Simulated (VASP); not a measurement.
Runs of VASP 6.6.1 on SiO2. The structure is that of space group P6_422 (No. 181), or close to it. The cells are those of the table. 

```csv
cell,gap on the mesh (eV),pressure (GPa),largest force (eV/Å)
"a = 5.029, b = 5.029, c = 5.417 Å, angles 90.0, 90.0, 120.0°, 9 atoms",5.90,(b),0.46
"a = 5.105, b = 5.105, c = 5.417 Å, angles 90.0, 90.0, 120.0°, 9 atoms",5.73,5.7,0.19
"a = 4.952, b = 4.952, c = 5.753 Å, angles 90.0, 90.0, 120.0°, 9 atoms",5.63,5.5,0.29
"a = 4.952, b = 4.952, c = 5.669 Å, angles 90.0, 90.0, 120.0°, 9 atoms",5.75,(a),0.39
"a = 5.029, b = 5.029, c = 5.669 Å, angles 90.0, 90.0, 120.0°, 9 atoms",(c),2.8,(d)
```

Alike in all rows: task single point; level PBE; potentials or basis VASP PAW PBE potentials, release 64 (Si, O); no spin polarisation; k mesh 6 × 6 × 4; cutoff (eV) 520; smearing gaussian 0.05 eV.

**Question.** Fill in the values left out.

**Answer.** (a) 8.7; (b) 12.0; (c) 5.61; (d) 0.13.

A k mesh can miss the band edges.
